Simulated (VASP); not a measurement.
# H17O8F in VASP: a series of runs, part 2 of 3

VASP 6.6.1. Earlier steps stand in the parts before.

## Step 4: Single point, PBE+D3(BJ)

File INCAR:

```
  PREC = Accurate
  ENCUT = 520
  EDIFF = 1E-6
  ISMEAR = -1
  SIGMA = 0.05
  LREAL = Auto
  LASPH = True
  NELM = 80
  ALGO = Normal
  ISIF = 2
  LWAVE = False
  LCHARG = True
  GGA = PE
  IVDW = 12
  LELF = True
  LVHAR = True
  NBANDS = 55
```

File KPOINTS:

```
regular mesh
0
Gamma
  1 1 1
```

File POSCAR:

```
H17O8F
1.0
    6.4950650000      0.0000000000      0.0000000000
    0.0000000000      6.4950650000      0.0000000000
    0.0000000000      0.0000000000      6.4950650000
O H F
8 17 1
Direct
    1.1537220952      0.5473540296      0.2964250550
    0.4720353068     -0.0160429495      0.7455044715
    0.5027509347      0.7969281293      0.2396896721
    0.7326639533      0.6801625542      0.5999170139
    0.5166999868      0.2165952150      0.3977173439
   -0.0938404773      0.4020437055      0.8374665996
    0.3068791459      0.5744823185      0.7480448618
    0.0641564018      0.1765956153      0.1636473230
    1.1707812008      0.4011507198      0.2677109467
    1.1620668923      0.5613338743      0.4451071698
    0.4100651803      0.0076211708      0.8801913453
    0.4836441206      0.1212612961      0.6971446783
    0.3809199754      0.7084609623      0.2106368451
    0.6077845256      0.7447500525      0.1475273920
    0.7157742070      0.8154190913      0.6492313780
    0.6779762789      0.7116787900      0.4625357868
    0.5066154072      0.0748106447      0.3420289096
    0.6696006891      0.2575647819      0.3836451213
    0.0364430533      0.4074632048      0.7688298731
   -0.1674656066      0.5284011784      0.7875979686
    0.2825375882      0.7128489091      0.8024400064
    0.4486483199      0.5866146066      0.7076757507
   -0.0328557143      0.2140856173      0.0490526269
    0.0131792369      0.0500841793      0.2282194251
    0.9699979908      0.6550203886      0.2063566723
    0.8825469799      0.7644111337      0.1403219213
```

Potentials or basis: VASP PAW PBE potentials, release 64 (O, H, F).

On the command line:

```sh
cat potpaw_PBE.64/O/POTCAR potpaw_PBE.64/H/POTCAR potpaw_PBE.64/F/POTCAR > POTCAR
mpirun -np 1 vasp_gam > vasp.out
```

OUTCAR:

```text
PREC = Accurate
   ENCUT = 520
   EDIFF = 1E-6
   ISMEAR = -1
   LREAL = Auto
   LASPH = True
   NELM = 80
   ISIF = 2
   GGA = PE
   IVDW = 12
 IVDW          = 12

 ion  position               nearest neighbor table
   1  0.154  0.547  0.296-  10 0.97   9 0.97
   2  0.472  0.984  0.746-  12 0.95  11 0.98
   3  0.503  0.797  0.240-  14 0.97  13 1.00
   4  0.733  0.680  0.600-  15 0.94  16 0.98
   5  0.517  0.217  0.398-  17 0.99  18 1.03
   6  0.906  0.402  0.837-  19 0.96  20 1.00
   7  0.307  0.574  0.748-  22 0.96  21 0.98
   8  0.064  0.177  0.164-  24 0.98  23 1.01
   9  0.171  0.401  0.268-   1 0.97
  10  0.162  0.561  0.445-   1 0.97
  11  0.410  0.008  0.880-   2 0.98
  12  0.484  0.121  0.697-   2 0.95
  13  0.381  0.708  0.211-   3 1.00
  14  0.608  0.745  0.148-   3 0.97
[... 10 lines left out ...]
  25  0.970  0.655  0.206-  26 1.01
  26  0.883  0.764  0.140-  25 1.01

  LATTYP: Found a simple cubic cell.
 ALAT       =     6.4950650000

  Lattice vectors:

 A1 = (   6.4950650000,   0.0000000000,   0.0000000000)
 A2 = (   0.0000000000,   6.4950650000,   0.0000000000)
 A3 = (   0.0000000000,   0.0000000000,   6.4950650000)

Analysis of symmetry for initial positions (statically):
=====================================================================
 Subroutine PRICEL returns:
 Original cell was already a primitive cell.

 Routine SETGRP: Setting up the symmetry group for a
 simple cubic supercell.

 Subroutine GETGRP returns: Found  1 space group operations
 (whereof  1 operations were pure point group operations)
 out of a pool of 48 trial point group operations.

The static configuration has the point symmetry C_1 .

Analysis of symmetry for dynamics (positions and initial velocities):
=====================================================================
 Subroutine PRICEL returns:
 Original cell was already a primitive cell.

 Routine SETGRP: Setting up the symmetry group for a
 simple cubic supercell.

 Subroutine GETGRP returns: Found  1 space group operations
 (whereof  1 operations were pure point group operations)
 out of a pool of 48 trial point group operations.

The dynamic configuration has the point symmetry C_1 .

 Subroutine INISYM returns: Found  1 space group operations
 (whereof  1 operations are pure point group operations),
 and found     1 'primitive' translations

----------------------------------------------------------------------------------------

                                     Primitive cell

  volume of cell :     274.0000

  direct lattice vectors                    reciprocal lattice vectors
     6.495065000  0.000000000  0.000000000     0.153963047  0.000000000  0.000000000
     0.000000000  6.495065000  0.000000000     0.000000000  0.153963047  0.000000000
     0.000000000  0.000000000  6.495065000     0.000000000  0.000000000  0.153963047

  length of vectors
     6.495065000  6.495065000  6.495065000     0.153963047  0.153963047  0.153963047

  position of ions in fractional coordinates (direct lattice)
     0.153722095  0.547354030  0.296425055
     0.472035307  0.983957051  0.745504471
     0.502750935  0.796928129  0.239689672
     0.732663953  0.680162554  0.599917014
     0.516699987  0.216595215  0.397717344
     0.906159523  0.402043705  0.837466600
[... 18 lines left out ...]
     0.969997991  0.655020389  0.206356672
     0.882546980  0.764411134  0.140321921

  ion indices of the primitive-cell ions
   primitive index   ion index
                 1           1
                 2           2
                 3           3
                 4           4
                 5           5
                 6           6
[... 18 lines left out ...]
                25          25
                26          26

----------------------------------------------------------------------------------------

 KPOINTS: regular mesh

Automatic generation of k-mesh.
 Grid dimensions read from file:
 generate k-points for:    1    1    1

 Generating k-lattice:

  Cartesian coordinates                     Fractional coordinates (reciprocal lattice)
     0.153963047  0.000000000  0.000000000     1.000000000  0.000000000  0.000000000
     0.000000000  0.153963047  0.000000000     0.000000000  1.000000000  0.000000000
     0.000000000  0.000000000  0.153963047     0.000000000  0.000000000  1.000000000

  Length of vectors
     0.153963047  0.153963047  0.153963047

  Shift w.r.t. Gamma in fractional coordinates (k-lattice)
     0.000000000  0.000000000  0.000000000

 Subroutine IBZKPT returns following result:
 ===========================================

 Found      1 irreducible k-points:

 Following reciprocal coordinates:
            Coordinates               Weight
  0.000000  0.000000  0.000000      1.000000
   k-points           NKPTS =      1   k-points in BZ     NKDIM =      1   number of bands    NBANDS=     55
   number of dos      NEDOS =    301   number of ions     NIONS =     26
   total plane-waves  NPLWV = 110592
   dimension x,y,z NGX =    48 NGY =   48 NGZ =   48
   dimension x,y,z NGXF=    96 NGYF=   96 NGZF=   96
   ions per type =               8  17   1
   NGX,Y,Z   is equivalent  to a cutoff of  12.29, 12.29, 12.29 a.u.
   NGXF,Y,Z  is equivalent  to a cutoff of  24.57, 24.57, 24.57 a.u.
 SYSTEM =  unknown system
   PREC   = accura    normal or accurate (medium, high low for compatibility)
   ISTART =      0    job   : 0-new  1-cont  2-samecut
   ICHARG =      2    charge: 1-file 2-atom 10-const
   ISPIN  =      1    spin polarized calculation?
   LNONCOLLINEAR =      F non collinear calculations
   LSORBIT =      F    spin-orbit coupling
   LASPH  =      T    aspherical Exc in radial PAW
   ENCUT  =  520.0 eV  38.22 Ry    6.18 a.u.  12.08 12.08 12.08*2*pi/ulx,y,z
   NELM   =     80;   NELMIN=  2; NELMDL= -5     # of ELM steps
   EDIFF  = 0.1E-05   stopping-criterion for ELM
   LREAL  =      T    real-space projection
   EDIFFG = 0.1E-04   stopping-criterion for IOM
   NSW    =      0    number of steps for IOM
   IBRION =     -1    ionic relax: 0-MD 1-quasi-New 2-CG
   NFREE  =      0    steps in history (QN), initial steepest desc. (CG)
   ISIF   =      2    stress and relaxation
   ISYM   =      2    0-nonsym 1-usesym 2-fastsym
   POTIM  = 0.5000    time-step for ionic-motion
   TEBEG  =    0.0;   TEEND  =   0.0 temperature during run
   PSTRESS=    0.0 pullay stress
   NELECT =      72.0000    total number of electrons
   NUPDOWN=      -1.0000    fix difference up-down
   EMIN   =  10.00;   EMAX   =-10.00  energy-range for DOS
   EFERMI =   0.00;   METHOD = LEGACY
   ISMEAR =    -1;   SIGMA  =   0.05  broadening in eV -4-tet -1-fermi 0-gaus
   EFERMI_NEDOS =   21; number of points for ismear=-14 and -15
   IALGO  =     38    algorithm
   IMIX   =      4    mixing-type and parameters
     AMIX     =   0.40;   BMIX     =  1.00
     AMIX_MAG =   1.60;   BMIX_MAG =  1.00
  volume/ion in A,a.u.               =      10.54        71.12
  Fermi-wavevector in a.u.,A,eV,Ry     =   1.048581  1.981532 14.959919  1.099523
  Thomas-Fermi vector in A             =   2.183509
   LORBIT       =      0    0 simple, 1 ext, 2 COOP (PROOUT), +10 PAW based schemes
   GGA     = PE    functional components
   LHFCALC =     F    Hartree Fock is set to
   AEXX    =    0.0000 exact exchange contribution
   IVDW    =    12    specifies the selected vdW correction
   LEPSILON=     F    determine dielectric tensor
   LRPA    =     F    only Hartree local field effects (RPA)
 non-spin polarized calculation
  energy-cutoff  :      520.00
  volume of cell :      274.00
 maximum number of plane-waves:      3625
   NGX = 25   NGY = 25   NGZ = 25

 number of electron      72.0000025 magnetization

 Free energy of the ion-electron system (eV)
  ---------------------------------------------------
  ext. energy  EPLUGINS =         0.00000000
  ---------------------------------------------------
  free energy    TOTEN  =      -124.53217463 eV

  energy without entropy =     -124.53217463  energy(sigma->0) =     -124.53217463

 E-fermi :  -2.3586     XC(G=0):  -6.6580

 val. band max:       -3.6574432488   @ k =   0.0000   0.0000   0.0000
 cond. band min:       0.7743975939   @ k =   0.0000   0.0000   0.0000
 fundamental gap:      4.4318408426
 Fermi energy:        -2.3586276672

 k-point     1 :       0.0000    0.0000    0.0000
  band No.  band energies     occupation
      1     -26.1640      2.00000
      2     -22.9933      2.00000
      3     -22.8762      2.00000
      4     -22.5080      2.00000
      5     -22.3258      2.00000
      6     -22.2722      2.00000
[... 40 lines left out ...]
     47       6.5667      0.00000
     48       6.8651      0.00000
 [bands above 48 left out]

------------------------ aborting loop because EDIFF is reached ----------------------------------------

 Edisp (eV)   -0.82676

 E8    (eV) :    -0.1685

  FORCE on cell =-STRESS in cart. coord.  units (eV):
  Direction    XX          YY          ZZ          XY          YZ          ZX
  --------------------------------------------------------------------------------------
  -------------------------------------------------------------------------------------
  Total      -1.00621     2.98851     0.90944    -0.62711     0.53463    -1.92100
  in kB      -5.88367    17.47491     5.31784    -3.66697     3.12616   -11.23279
  external pressure =        5.64 kB  Pullay stress =        0.00 kB

 VOLUME and BASIS-vectors are now :
 -----------------------------------------------------------------------------
  energy-cutoff  :      520.00
  volume of cell :      274.00
      direct lattice vectors                 reciprocal lattice vectors
     6.495065000  0.000000000  0.000000000     0.153963047  0.000000000  0.000000000
     0.000000000  6.495065000  0.000000000     0.000000000  0.153963047  0.000000000
     0.000000000  0.000000000  6.495065000     0.000000000  0.000000000  0.153963047

 POSITION                                       TOTAL-FORCE (eV/Angst)
 -----------------------------------------------------------------------------------
      0.99844      3.55510      1.92530        -0.206108      1.084242      0.012622
      3.06590      6.39087      4.84210        -0.411601     -0.925036      1.302849
      3.26540      5.17610      1.55680        -0.917048     -0.291576     -0.209298
      4.75870      4.41770      3.89650         0.097294     -0.873002     -1.014376
      3.35600      1.40680      2.58320         2.209610      0.545664     -0.156030
      5.88557      2.61130      5.43940        -1.127889      0.134282      0.401426
[... 18 lines left out ...]
      6.30020      4.25440      1.34030         0.498876      0.074425     -0.104439
      5.73220      4.96490      0.91140         0.168900     -0.139354      0.019469
 -----------------------------------------------------------------------------------
    total drift:                                0.007442      0.007065      0.000621

  FREE ENERGIE OF THE ION-ELECTRON SYSTEM (eV)
  ---------------------------------------------------
  free  energy   TOTEN  =      -125.3589370410 eV

  energy  without entropy=     -125.3589370410  energy(sigma->0) =     -125.35893704
```

Run time: 46 s. Hardware: 1 thread of Intel Xeon 8259CL, shared host; peak memory 0.3 GiB.

What came out:

```
Free energy                : -125.3589 eV
Pressure                   : 0.6 GPa
Largest force              : 2.484 eV/Å
Dispersion energy per atom : -0.032 eV
```

Forces on the atoms (eV/Å):
```
O   -0.206  1.084  0.013
O   -0.412 -0.925  1.303
O   -0.917 -0.292 -0.209
O    0.097 -0.873 -1.014
O    2.210  0.546 -0.156
O   -1.128  0.134  0.401
O   -0.921  0.185  0.316
O   -0.522 -0.269 -0.401
H   -0.269 -0.953 -0.397
H    0.232  0.116  0.481
H    0.155 -0.217  0.300
H    0.262  1.390 -1.276
H    0.179  0.233  0.614
H    0.585  0.169 -0.209
H   -0.263  1.892  1.588
H   -0.335 -0.730 -0.586
H    0.143  0.304 -0.004
H   -2.275 -0.711  0.134
H    0.923  0.185 -0.239
H    0.442 -1.028  0.050
H   -0.229 -0.263 -0.217
H    1.021 -0.111 -0.549
H    0.516  0.009  0.602
H    0.045  0.191 -0.459
H    0.499  0.074 -0.104
F    0.169 -0.139  0.019
```

Caveat: the k points lie up to 0.97 Å⁻¹ apart.

(Part 2 of 3 ends here.)
